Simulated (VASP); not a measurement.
# AlN (I4/mmm) in VASP: notebook

The runs below take AlN through single point, with PBE, r2SCAN.

All numbers are computed with VASP 6.6.1; they aren't measurements. Logs are shortened: lines on timing, memory, paths and dates and some standing lists are left out, and cuts for length are marked.

## (1) The cell of the first run

The structure is tetragonal, space group I4/mmm (No. 139). Conventional cell: a = 2.855 Å, b = 2.855 Å, c = 3.965 Å, α = 90.00°, β = 90.00°, γ = 90.00°. Al (site symmetry 4/mmm) has 6 N at 1.98 to 2.02 Å within 2.6 Å. N (site symmetry 4/mmm) has 6 Al at 1.98 to 2.02 Å within 2.6 Å.

## (2) Single point, PBE (uniaxial x strain -1.8%)

INCAR reads:

```
SYSTEM = AlN
PREC = Accurate
ENCUT = 520
EDIFF = 1E-6
ISMEAR = -1
SIGMA = 0.02
LREAL = .FALSE.
LASPH = .TRUE.
NELM = 100
ALGO = Normal
ISIF = 2
LWAVE = .FALSE.
LCHARG = .FALSE.
GGA = PE
NBANDS = 11
```

KPOINTS reads:

```
regular mesh
0
G
  10 10 10
  0 0 0
```

POSCAR reads:

```
AlN
1.0
    0.0000000000      2.0188684454      2.0188684454
    1.9823269266      0.0000000000      2.0188684454
    1.9823269266      2.0188684454      0.0000000000
Al N
1 1
Direct
    0.0000000000      0.0000000000      0.0000000000
    0.5000000000      0.5000000000      0.5000000000
```

Potentials or basis: VASP PAW PBE potentials, release 64 (Al, N).

The run is started by

```console
cat potpaw_PBE.64/Al/POTCAR potpaw_PBE.64/N/POTCAR > POTCAR
mpirun -np 1 vasp_std > vasp.out
```

OUTCAR:

```text
SYSTEM = AlN
   PREC = Accurate
   ENCUT = 520
   EDIFF = 1E-6
   ISMEAR = -1
   LREAL = .FALSE.
   LASPH = .TRUE.
   NELM = 100
   ISIF = 2
   GGA = PE

 ion  position               nearest neighbor table
   1  0.000  0.000  0.000-   2 1.98   2 1.98   2 2.02   2 2.02   2 2.02   2 2.02
   2  0.500  0.500  0.500-   1 1.98   1 1.98   1 2.02   1 2.02   1 2.02   1 2.02

  LATTYP: Found a body centered tetragonal cell.
 ALAT       =     2.8551111361
 C/A-ratio  =     1.3886162969

  Lattice vectors:

 A1 = (  -1.9823269266,   0.0000000000,  -2.0188684454)
 A2 = (  -1.9823269266,   0.0000000000,   2.0188684454)
 A3 = (   1.9823269266,   2.0188684454,   0.0000000000)

Analysis of symmetry for initial positions (statically):
=====================================================================
 Subroutine PRICEL returns:
 Original cell was already a primitive cell.

 Routine SETGRP: Setting up the symmetry group for a
 body centered tetragonal supercell.

 Subroutine GETGRP returns: Found 16 space group operations
 (whereof 16 operations were pure point group operations)
 out of a pool of 16 trial point group operations.

The static configuration has the point symmetry D_4h.

Analysis of symmetry for dynamics (positions and initial velocities):
=====================================================================
 Subroutine PRICEL returns:
 Original cell was already a primitive cell.

 Routine SETGRP: Setting up the symmetry group for a
 body centered tetragonal supercell.

 Subroutine GETGRP returns: Found 16 space group operations
 (whereof 16 operations were pure point group operations)
 out of a pool of 16 trial point group operations.

The dynamic configuration has the point symmetry D_4h.

 Subroutine INISYM returns: Found 16 space group operations
 (whereof 16 operations are pure point group operations),
 and found     1 'primitive' translations

----------------------------------------------------------------------------------------

                                     Primitive cell

  volume of cell :      16.1593

  direct lattice vectors                    reciprocal lattice vectors
     0.000000000  2.018868445  2.018868445    -0.252228829  0.247663488  0.247663488
     1.982326927  0.000000000  2.018868445     0.252228829 -0.247663488  0.247663488
     1.982326927  2.018868445  0.000000000     0.252228829  0.247663488 -0.247663488

  length of vectors
     2.855111136  2.829390366  2.829390366     0.431617641  0.431617641  0.431617641

  position of ions in fractional coordinates (direct lattice)
     0.000000000  0.000000000  0.000000000
     0.500000000  0.500000000  0.500000000

  ion indices of the primitive-cell ions
   primitive index   ion index
                 1           1
                 2           2

----------------------------------------------------------------------------------------

 KPOINTS: regular mesh

Automatic generation of k-mesh.
 Grid dimensions read from file:
 generate k-points for:   10   10   10

 Generating k-lattice:

  Cartesian coordinates                     Fractional coordinates (reciprocal lattice)
    -0.025222883  0.024766349  0.024766349     0.100000000  0.000000000  0.000000000
     0.025222883 -0.024766349  0.024766349     0.000000000  0.100000000  0.000000000
     0.025222883  0.024766349 -0.024766349     0.000000000  0.000000000  0.100000000

  Length of vectors
     0.043161764  0.043161764  0.043161764

  Shift w.r.t. Gamma in fractional coordinates (k-lattice)
     0.000000000  0.000000000  0.000000000

 Subroutine IBZKPT returns following result:
 ===========================================

 Found    102 irreducible k-points:

 Following reciprocal coordinates:
            Coordinates               Weight
  0.000000  0.000000  0.000000      1.000000
  0.100000 -0.000000 -0.000000      8.000000
  0.200000 -0.000000 -0.000000      8.000000
  0.300000 -0.000000 -0.000000      8.000000
  0.400000  0.000000  0.000000      8.000000
  0.500000 -0.000000 -0.000000      4.000000
[... 16 lines left out ...]
  0.300000  0.300000  0.000000      4.000000
  0.400000  0.300000  0.000000     16.000000
 [... further k-points ...]
   k-points           NKPTS =    102   k-points in BZ     NKDIM =    102   number of bands    NBANDS=     11
   number of dos      NEDOS =    301   number of ions     NIONS =      2
   total plane-waves  NPLWV =  13824
   dimension x,y,z NGX =    24 NGY =   24 NGZ =   24
   dimension x,y,z NGXF=    48 NGYF=   48 NGZF=   48
   ions per type =               1   1
   NGX,Y,Z   is equivalent  to a cutoff of  13.97, 14.10, 14.10 a.u.
   NGXF,Y,Z  is equivalent  to a cutoff of  27.95, 28.20, 28.20 a.u.
 SYSTEM =  AlN
   PREC   = accura    normal or accurate (medium, high low for compatibility)
   ISTART =      0    job   : 0-new  1-cont  2-samecut
   ICHARG =      2    charge: 1-file 2-atom 10-const
   ISPIN  =      1    spin polarized calculation?
   LNONCOLLINEAR =      F non collinear calculations
   LSORBIT =      F    spin-orbit coupling
   LASPH  =      T    aspherical Exc in radial PAW
   ENCUT  =  520.0 eV  38.22 Ry    6.18 a.u.   5.31  5.26  5.26*2*pi/ulx,y,z
   NELM   =    100;   NELMIN=  2; NELMDL= -5     # of ELM steps
   EDIFF  = 0.1E-05   stopping-criterion for ELM
   LREAL  =      F    real-space projection
   EDIFFG = 0.1E-04   stopping-criterion for IOM
   NSW    =      0    number of steps for IOM
   IBRION =     -1    ionic relax: 0-MD 1-quasi-New 2-CG
   NFREE  =      0    steps in history (QN), initial steepest desc. (CG)
   ISIF   =      2    stress and relaxation
   ISYM   =      2    0-nonsym 1-usesym 2-fastsym
   POTIM  = 0.5000    time-step for ionic-motion
   TEBEG  =    0.0;   TEEND  =   0.0 temperature during run
   PSTRESS=    0.0 pullay stress
   NELECT =       8.0000    total number of electrons
   NUPDOWN=      -1.0000    fix difference up-down
   EMIN   =  10.00;   EMAX   =-10.00  energy-range for DOS
   EFERMI =   0.00;   METHOD = LEGACY
   ISMEAR =    -1;   SIGMA  =   0.02  broadening in eV -4-tet -1-fermi 0-gaus
   EFERMI_NEDOS =   21; number of points for ismear=-14 and -15
   IALGO  =     38    algorithm
   IMIX   =      4    mixing-type and parameters
     AMIX     =   0.40;   BMIX     =  1.00
     AMIX_MAG =   1.60;   BMIX_MAG =  1.00
  volume/ion in A,a.u.               =       8.08        54.52
  Fermi-wavevector in a.u.,A,eV,Ry     =   1.295083  2.447353 22.820248  1.677241
  Thomas-Fermi vector in A             =   2.426625
   LORBIT       =      0    0 simple, 1 ext, 2 COOP (PROOUT), +10 PAW based schemes
   GGA     = PE    functional components
   LHFCALC =     F    Hartree Fock is set to
   AEXX    =    0.0000 exact exchange contribution
   IVDW    =     0    specifies the selected vdW correction
   LEPSILON=     F    determine dielectric tensor
   LRPA    =     F    only Hartree local field effects (RPA)
 non-spin polarized calculation
  energy-cutoff  :      520.00
  volume of cell :       16.16
 maximum number of plane-waves:       444
 NGX is ok and might be reduce to    24
   NGX = 11   NGY = 11   NGZ = 11

 number of electron       7.9999999 magnetization

 Free energy of the ion-electron system (eV)
  ---------------------------------------------------
  ext. energy  EPLUGINS =         0.00000000
  ---------------------------------------------------
  free energy    TOTEN  =       -14.51823283 eV

  energy without entropy =      -14.51823283  energy(sigma->0) =      -14.51823283

 E-fermi :  10.7152     XC(G=0): -12.3899

 val. band max:       10.2992179382   @ k =   0.0000   0.0000   0.0000
 cond. band min:      14.9686694524   @ k =   0.0000   0.5000   0.5000
 fundamental gap:      4.6694515143
 Fermi energy:        10.7152349779

 k-point     1 :       0.0000    0.0000    0.0000
  band No.  band energies     occupation
      1      -7.5025      2.00000
      2      10.1649      2.00000
      3      10.2992      2.00000
      4      10.2992      2.00000
      5      16.2545      0.00000
      6      22.4169      0.00000
      7      22.4169      0.00000
      8      22.6637      0.00000
      9      27.7017      0.00000
     10      27.9066      0.00000
     11      28.5255      0.00000

 k-point     2 :       0.1000   -0.0000   -0.0000
  band No.  band energies     occupation
      1      -7.2929      2.00000
      2       9.2300      2.00000
      3      10.0970      2.00000
      4      10.1617      2.00000
      5      16.8655      0.00000
      6      21.5949      0.00000
      7      22.7199      0.00000
      8      22.8991      0.00000
      9      26.4494      0.00000
     10      26.9330      0.00000
     11      28.8199      0.00000

 k-point     3 :       0.2000   -0.0000   -0.0000
  band No.  band energies     occupation
      1      -6.6828      2.00000
      2       7.0636      2.00000
      3       9.8082      2.00000
      4       9.8297      2.00000
      5      17.4427      0.00000
      6      21.1673      0.00000
      7      22.8692      0.00000
      8      23.2039      0.00000
      9      25.9746      0.00000
     10      26.1946      0.00000
     11      28.2083      0.00000
[... 267 lines left out ...]
 k-point    23 :       0.3000    0.3000    0.0000
  band No.  band energies     occupation
      1      -5.2235      2.00000
      2       5.3728      2.00000
      3       8.1111      2.00000
      4       8.3262      2.00000
      5      16.9869      0.00000
      6      17.3862      0.00000
      7      22.2010      0.00000
      8      26.0219      0.00000
      9      26.4418      0.00000
     10      31.0984      0.00000
     11      34.5421      0.00000

 k-point    24 :       0.4000    0.3000    0.0000
  band No.  band energies     occupation
      1      -4.4505      2.00000
      2       4.3105      2.00000
      3       7.3981      2.00000
      4       7.9785      2.00000
      5      16.5809      0.00000
      6      17.3159      0.00000
      7      22.6601      0.00000
      8      26.1544      0.00000
      9      27.0567      0.00000
     10      32.3855      0.00000
     11      35.3238      0.00000

 [... further k-points ...]

------------------------ aborting loop because EDIFF is reached ----------------------------------------

  FORCE on cell =-STRESS in cart. coord.  units (eV):
  Direction    XX          YY          ZZ          XY          YZ          ZX
  --------------------------------------------------------------------------------------
  -------------------------------------------------------------------------------------
  Total        1.5789541      0.9543451      0.9543451      0.0000000      0.0000000     -0.0000000
  in kB      156.5520525     94.6225638     94.6225638      0.0000000      0.0000000     -0.0000000
  external PRESSURE =     115.2657267 kB  Pullay stress =       0.0000000 kB

 VOLUME and BASIS-vectors are now :
 -----------------------------------------------------------------------------
  energy-cutoff  :      520.00
  volume of cell :       16.16
      direct lattice vectors                 reciprocal lattice vectors
     0.000000000  2.018868445  2.018868445    -0.252228829  0.247663488  0.247663488
     1.982326927  0.000000000  2.018868445     0.252228829 -0.247663488  0.247663488
     1.982326927  2.018868445  0.000000000     0.252228829  0.247663488 -0.247663488

 POSITION                                       TOTAL-FORCE (eV/Angst)
 -----------------------------------------------------------------------------------
      0.00000      0.00000      0.00000         0.000000     -0.000000      0.000000
      1.98233      2.01887      2.01887         0.000000      0.000000     -0.000000
 -----------------------------------------------------------------------------------
    total drift:                               -0.000000     -0.000000      0.000000

  FREE ENERGIE OF THE ION-ELECTRON SYSTEM (eV)
  ---------------------------------------------------
  free  energy   TOTEN  =       -14.5182328269 eV

  energy  without entropy=      -14.5182328269  energy(sigma->0) =      -14.51823283
```

It took 24 s on 1 thread of AMD EPYC 7R43 (Zen 3), shared host; peak memory 0.11 GiB.

Results:

```yaml
Free_energy: -14.5182 eV
Pressure: 11.5 GPa
Band_gap_on_the_k_mesh: 4.67 eV, indirect (least direct gap 5.96 eV)
```

Stress tensor (GPa, compression positive):
```
15.66  0.00  0.00
 0.00  9.46  0.00
 0.00  0.00  9.46
```

Caveat: the cell differs from its parent crystal (uniaxial x strain -1.8%).

[end of part 1 of 2]
